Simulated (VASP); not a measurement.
# FeO (Fm-3m) in VASP: further runs

Runs on FeO. Level: PBE. Tasks: single point.

Everything below comes from runs of VASP 6.6.1. Logs are shortened: lines on timing, memory, paths and dates and some standing lists are left out, and cuts for length are marked.

### 1 The cell of the first run

It takes space group Fm-3m (No. 225, cubic). Conventional cell: a = 4.365 Å, b = 4.365 Å, c = 4.365 Å, α = 90.00°, β = 90.00°, γ = 90.00°. Within 2.9 Å of Fe (site symmetry m-3m) lie 6 O at 2.18 Å. Within 2.9 Å of O (site symmetry m-3m) lie 6 Fe at 2.18 Å.

### 2 Single point, PBE, collinear spin, ferromagnetic start (volume scaled by 1.040)

INCAR

```
SYSTEM = FeO
PREC = Accurate
ENCUT = 520
EDIFF = 1E-6
ISMEAR = 0
SIGMA = 0.05
LREAL = .False.
LASPH = .True.
NELM = 150
ALGO = Normal
ISIF = 2
LWAVE = .False.
LCHARG = .False.
ISPIN = 2
MAGMOM = 3.8 0
LORBIT = 11
LMAXMIX = 4
GGA = PE
NBANDS = 18
```

KPOINTS

```
regular mesh
0
Gamma
  14 14 14
  0 0 0
```

POSCAR

```
FeO
1.0
    0.0000000000      2.1826077597      2.1826077597
    2.1826077597      0.0000000000      2.1826077597
    2.1826077597      2.1826077597      0.0000000000
Fe O
1 1
Direct
    0.0000000000      0.0000000000      0.0000000000
    0.5000000000      0.5000000000      0.5000000000
```

Potentials or basis: VASP PAW PBE potentials, release 64 (Fe, O).

Command:

```bash
$ cat potpaw_PBE.64/Fe/POTCAR potpaw_PBE.64/O/POTCAR > POTCAR
$ mpirun -np 1 vasp_std > vasp.out
```

OUTCAR:

```text
SYSTEM = FeO
   PREC = Accurate
   ENCUT = 520
   EDIFF = 1E-6
   ISMEAR = 0
   LREAL = .False.
   LASPH = .True.
   NELM = 150
   ISIF = 2
   ISPIN = 2
   LORBIT = 11
   GGA = PE

 ion  position               nearest neighbor table
   1  0.000  0.000  0.000-   2 2.18   2 2.18   2 2.18   2 2.18   2 2.18   2 2.18
   2  0.500  0.500  0.500-   1 2.18   1 2.18   1 2.18   1 2.18   1 2.18   1 2.18

  LATTYP: Found a face centered cubic cell.
 ALAT       =     4.3652155194

  Lattice vectors:

 A1 = (   0.0000000000,   2.1826077597,   2.1826077597)
 A2 = (   2.1826077597,   0.0000000000,   2.1826077597)
 A3 = (   2.1826077597,   2.1826077597,   0.0000000000)

Analysis of symmetry for initial positions (statically):
=====================================================================
 Subroutine PRICEL returns:
 Original cell was already a primitive cell.

 Routine SETGRP: Setting up the symmetry group for a
 face centered cubic supercell.

 Subroutine GETGRP returns: Found 48 space group operations
 (whereof 48 operations were pure point group operations)
 out of a pool of 48 trial point group operations.

The static configuration has the point symmetry O_h .

Analysis of symmetry for dynamics (positions and initial velocities):
=====================================================================
 Subroutine PRICEL returns:
 Original cell was already a primitive cell.

 Routine SETGRP: Setting up the symmetry group for a
 face centered cubic supercell.

 Subroutine GETGRP returns: Found 48 space group operations
 (whereof 48 operations were pure point group operations)
 out of a pool of 48 trial point group operations.

The dynamic configuration has the point symmetry O_h .

Analysis of structural, dynamic, and magnetic symmetry:
=====================================================================
 Subroutine PRICEL returns:
 Original cell was already a primitive cell.

 Routine SETGRP: Setting up the symmetry group for a
 face centered cubic supercell.

 Subroutine GETGRP returns: Found 48 space group operations
 (whereof 48 operations were pure point group operations)
 out of a pool of 48 trial point group operations.

The overall configuration has the point symmetry O_h .

 Subroutine INISYM returns: Found 48 space group operations
 (whereof 48 operations are pure point group operations),
 and found     1 'primitive' translations

----------------------------------------------------------------------------------------

                                     Primitive cell

  volume of cell :      20.7949

  direct lattice vectors                    reciprocal lattice vectors
     0.000000000  2.182607760  2.182607760    -0.229083764  0.229083764  0.229083764
     2.182607760  0.000000000  2.182607760     0.229083764 -0.229083764  0.229083764
     2.182607760  2.182607760  0.000000000     0.229083764  0.229083764 -0.229083764

  length of vectors
     3.086673495  3.086673495  3.086673495     0.396784718  0.396784718  0.396784718

  position of ions in fractional coordinates (direct lattice)
     0.000000000  0.000000000  0.000000000
     0.500000000  0.500000000  0.500000000

  ion indices of the primitive-cell ions
   primitive index   ion index
                 1           1
                 2           2

----------------------------------------------------------------------------------------

 KPOINTS: regular mesh

Automatic generation of k-mesh.
 Grid dimensions read from file:
 generate k-points for:   14   14   14

 Generating k-lattice:

  Cartesian coordinates                     Fractional coordinates (reciprocal lattice)
    -0.016363126  0.016363126  0.016363126     0.071428571  0.000000000  0.000000000
     0.016363126 -0.016363126  0.016363126     0.000000000  0.071428571  0.000000000
     0.016363126  0.016363126 -0.016363126     0.000000000  0.000000000  0.071428571

  Length of vectors
     0.028341766  0.028341766  0.028341766

  Shift w.r.t. Gamma in fractional coordinates (k-lattice)
     0.000000000  0.000000000  0.000000000

 Subroutine IBZKPT returns following result:
 ===========================================

 Found    104 irreducible k-points:

 Following reciprocal coordinates:
            Coordinates               Weight
  0.000000  0.000000  0.000000      1.000000
  0.071429  0.000000  0.000000      8.000000
  0.142857  0.000000  0.000000      8.000000
  0.214286  0.000000  0.000000      8.000000
  0.285714  0.000000  0.000000      8.000000
  0.357143  0.000000  0.000000      8.000000
[... 16 lines left out ...]
  0.214286  0.142857  0.000000     24.000000
  0.285714  0.142857  0.000000     24.000000
 [... further k-points ...]
   k-points           NKPTS =    104   k-points in BZ     NKDIM =    104   number of bands    NBANDS=     18
   number of dos      NEDOS =    301   number of ions     NIONS =      2
   total plane-waves  NPLWV =  13824
   dimension x,y,z NGX =    24 NGY =   24 NGZ =   24
   dimension x,y,z NGXF=    48 NGYF=   48 NGZF=   48
   ions per type =               1   1
   NGX,Y,Z   is equivalent  to a cutoff of  12.93, 12.93, 12.93 a.u.
   NGXF,Y,Z  is equivalent  to a cutoff of  25.85, 25.85, 25.85 a.u.
 SYSTEM =  FeO
   PREC   = accura    normal or accurate (medium, high low for compatibility)
   ISTART =      0    job   : 0-new  1-cont  2-samecut
   ICHARG =      2    charge: 1-file 2-atom 10-const
   ISPIN  =      2    spin polarized calculation?
   LNONCOLLINEAR =      F non collinear calculations
   LSORBIT =      F    spin-orbit coupling
   LASPH  =      T    aspherical Exc in radial PAW
   ENCUT  =  520.0 eV  38.22 Ry    6.18 a.u.   5.74  5.74  5.74*2*pi/ulx,y,z
   NELM   =    150;   NELMIN=  2; NELMDL= -5     # of ELM steps
   EDIFF  = 0.1E-05   stopping-criterion for ELM
   LREAL  =      F    real-space projection
   EDIFFG = 0.1E-04   stopping-criterion for IOM
   NSW    =      0    number of steps for IOM
   IBRION =     -1    ionic relax: 0-MD 1-quasi-New 2-CG
   NFREE  =      0    steps in history (QN), initial steepest desc. (CG)
   ISIF   =      2    stress and relaxation
   ISYM   =      2    0-nonsym 1-usesym 2-fastsym
   POTIM  = 0.5000    time-step for ionic-motion
   TEBEG  =    0.0;   TEEND  =   0.0 temperature during run
   PSTRESS=    0.0 pullay stress
   NELECT =      14.0000    total number of electrons
   NUPDOWN=      -1.0000    fix difference up-down
   EMIN   =  10.00;   EMAX   =-10.00  energy-range for DOS
   EFERMI =   0.00;   METHOD = LEGACY
   ISMEAR =     0;   SIGMA  =   0.05  broadening in eV -4-tet -1-fermi 0-gaus
   EFERMI_NEDOS =   21; number of points for ismear=-14 and -15
   IALGO  =     38    algorithm
   IMIX   =      4    mixing-type and parameters
     AMIX     =   0.40;   BMIX     =  1.00
     AMIX_MAG =   1.60;   BMIX_MAG =  1.00
  volume/ion in A,a.u.               =      10.40        70.17
  Fermi-wavevector in a.u.,A,eV,Ry     =   1.434824  2.711423 28.010566  2.058718
  Thomas-Fermi vector in A             =   2.554190
   LORBIT       =     11    0 simple, 1 ext, 2 COOP (PROOUT), +10 PAW based schemes
   GGA     = PE    functional components
   LHFCALC =     F    Hartree Fock is set to
   AEXX    =    0.0000 exact exchange contribution
   IVDW    =     0    specifies the selected vdW correction
   LEPSILON=     F    determine dielectric tensor
   LRPA    =     F    only Hartree local field effects (RPA)
 spin polarized calculation
 Gauss-broadening in eV      SIGMA  =   0.05
  energy-cutoff  :      520.00
  volume of cell :       20.79
 maximum number of plane-waves:       568
   NGX = 11   NGY = 11   NGZ = 11

 number of electron      14.0000003 magnetization       3.9998370

 Free energy of the ion-electron system (eV)
  ---------------------------------------------------
  ext. energy  EPLUGINS =         0.00000000
  ---------------------------------------------------
  free energy    TOTEN  =       -14.91532775 eV

  energy without entropy =      -14.91341468  energy(sigma->0) =      -14.91437121

 E-fermi :   5.7956     XC(G=0): -11.9573

 val. band max:        5.7908784300   @ k =  -0.2857   0.3571   0.1429
 cond. band min:       5.8234459750   @ k =  -0.3571   0.2857   0.1429
 fundamental gap:      0.0325675450
 Fermi energy:         5.7955720835

 spin component 1

 k-point     1 :       0.0000    0.0000    0.0000
  band No.  band energies     occupation
      1     -14.6188      1.00000
      2       1.9610      1.00000
      3       1.9610      1.00000
      4       1.9610      1.00000
      5       2.1253      1.00000
      6       2.1253      1.00000
[... 10 lines left out ...]
     17      25.7529      0.00000
     18      29.0698      0.00000
[... 463 lines left out ...]
 k-point    24 :       0.2857    0.1429    0.0000
  band No.  band energies     occupation
      1     -14.0555      1.00000
      2      -1.0918      1.00000
      3       0.3067      1.00000
      4       0.5374      1.00000
      5       1.9781      1.00000
      6       2.4653      1.00000
[... 10 lines left out ...]
     17      31.8651      0.00000
     18      32.6815      0.00000

 [... further k-points ...]

 spin component 2

 k-point     1 :       0.0000    0.0000    0.0000
  band No.  band energies     occupation
      1     -14.1001      1.00000
      2       2.6761      1.00000
      3       2.6761      1.00000
      4       2.6761      1.00000
      5       5.1107      1.00000
      6       5.1109      1.00000
[... 10 lines left out ...]
     17      27.3252      0.00000
     18      30.1227      0.00000
[... 463 lines left out ...]
 k-point    24 :       0.2857    0.1429    0.0000
  band No.  band energies     occupation
      1     -13.5258      1.00000
      2      -0.1758      1.00000
      3       1.5143      1.00000
      4       1.7290      1.00000
      5       4.9583      1.00000
      6       5.9724      0.00000
[... 10 lines left out ...]
     17      32.6944      0.00000
     18      33.7411      0.00000

 [... further k-points ...]
[... 5 lines left out ...]
  --------------------------------------------------------------------------------------
  -------------------------------------------------------------------------------------
  Total       -0.8721455     -0.8721455     -0.8721455     -0.0000000      0.0000000     -0.0000000
  in kB      -67.1958495    -67.1958495    -67.1958495     -0.0000000      0.0000000     -0.0000000
  external PRESSURE =     -67.1958495 kB  Pullay stress =       0.0000000 kB

 VOLUME and BASIS-vectors are now :
 -----------------------------------------------------------------------------
  energy-cutoff  :      520.00
  volume of cell :       20.79
      direct lattice vectors                 reciprocal lattice vectors
     0.000000000  2.182607760  2.182607760    -0.229083764  0.229083764  0.229083764
     2.182607760  0.000000000  2.182607760     0.229083764 -0.229083764  0.229083764
     2.182607760  2.182607760  0.000000000     0.229083764  0.229083764 -0.229083764

 POSITION                                       TOTAL-FORCE (eV/Angst)
 -----------------------------------------------------------------------------------
      0.00000      0.00000      0.00000         0.000000      0.000000      0.000000
      2.18261      2.18261      2.18261        -0.000000     -0.000000     -0.000000
 -----------------------------------------------------------------------------------
    total drift:                                0.000000     -0.000000      0.000000

  FREE ENERGIE OF THE ION-ELECTRON SYSTEM (eV)
  ---------------------------------------------------
  free  energy   TOTEN  =       -14.9153277496 eV

  energy  without entropy=      -14.9134146791  energy(sigma->0) =      -14.91437121

 total charge

# of ion       s       p       d       tot
------------------------------------------
    1        0.277   0.334   6.061   6.672
    2        1.556   3.418   0.000   4.974
--------------------------------------------------
tot          1.834   3.752   6.061  11.646

 magnetization (x)

# of ion       s       p       d       tot
------------------------------------------
    1        0.027   0.020   3.577   3.624
    2        0.029   0.265   0.000   0.294
--------------------------------------------------
tot          0.055   0.286   3.577   3.918
```

It took 42 s on 1 thread of Intel Xeon 6975P-C (Granite Rapids), shared host; peak memory 0.19 GiB.

Results:

* Free energy: -14.9153 eV
* Pressure: -6.7 GPa
* Band gap on the k mesh: zero (filled and empty bands overlap)
* Net moment: 4.00 μB per cell
* Site moments: Fe +3.62; O +0.29 μB
* Valence electrons inside the program's atomic spheres: Fe 6.67; O 4.97

Caveat: a cell with one magnetic atom can't hold antiferromagnetic order, which such compounds often take; semilocal functionals often make such compounds metallic where correlation or magnetic order opens a gap, which also shifts bond lengths.

### 3 Single point, PBE, collinear spin, ferromagnetic start (volume scaled by 1.070)

INCAR

```
ALGO = Normal
EDIFF = 1E-7
ENCUT = 520
GGA = PE
ISIF = 2
ISMEAR = 0
ISPIN = 2
LASPH = True
LCHARG = True
LELF = True
LMAXMIX = 4
LORBIT = 11
LREAL = False
LVHAR = True
LWAVE = False
MAGMOM = 3.81 0
NBANDS = 18
NELM = 150
PREC = Accurate
SIGMA = 0.05
```

KPOINTS

```
k-points
0
Gamma
  14 14 14
```

POSCAR

```
FeO
1.0
    0.0000000000      2.2033957514      2.2033957514
    2.2033957514      0.0000000000      2.2033957514
    2.2033957514      2.2033957514      0.0000000000
Fe O
1 1
Direct
    0.0000000000      0.0000000000      0.0000000000
    0.5000000000      0.5000000000      0.5000000000
```

Potentials or basis: VASP PAW PBE potentials, release 64 (Fe, O).

Command:

```bash
$ cat potpaw_PBE.64/Fe/POTCAR potpaw_PBE.64/O/POTCAR > POTCAR
$ mpirun -np 1 vasp_std > vasp.out
```

Run time: 52 s. Hardware: 1 thread of Intel Xeon 6975P-C (Granite Rapids), shared host; peak memory 0.19 GiB.

It converged, with:

```yaml
Free_energy: -14.8831 eV
Pressure: -10.8 GPa
Band_gap_on_the_k_mesh: zero (filled and empty bands overlap)
Net_moment: 4.00 μB per cell
Site_moments: Fe +3.63; O +0.29 μB
Valence_electrons_inside_the_program's_atomic_spheres: Fe 6.63; O 4.96
```

Levels at points of the mesh, in eV from the Fermi level:
Spin up:
```
           k point  band 6  band 7  band 8  band 9  band 10  band 11  band 12  band 13
(0.00, 0.00, 0.00)   -3.67   -3.56   -3.56   -3.56    -0.25    15.24    16.50    16.50
(0.50, 0.00, 0.00)   -3.11   -2.57   -0.53   -0.53     3.92     7.85    12.08    12.08
(0.50, 0.50, 0.00)   -3.33   -2.95   -2.87   -2.87     4.81     8.32    10.44    13.95
```
Spin down:
| k point | band 2 | band 3 | band 4 | band 5 | band 6 | band 7 | band 8 | band 9 |
| --- | --- | --- | --- | --- | --- | --- | --- | --- |
| (0.00, 0.00, 0.00) | -3.03 | -3.03 | -3.03 | -0.65 | -0.65 | -0.65 | 0.22 | 0.22 |
| (0.50, 0.00, 0.00) | -7.47 | -4.76 | -4.76 | 0.35 | 0.35 | 0.53 | 2.54 | 2.55 |
| (0.50, 0.50, 0.00) | -6.43 | -4.13 | -4.13 | -1.87 | 0.65 | 0.65 | 0.70 | 0.99 |

Caveat: a cell with one magnetic atom can't hold antiferromagnetic order, which such compounds often take; semilocal functionals often make such compounds metallic where correlation or magnetic order opens a gap, which also shifts bond lengths.
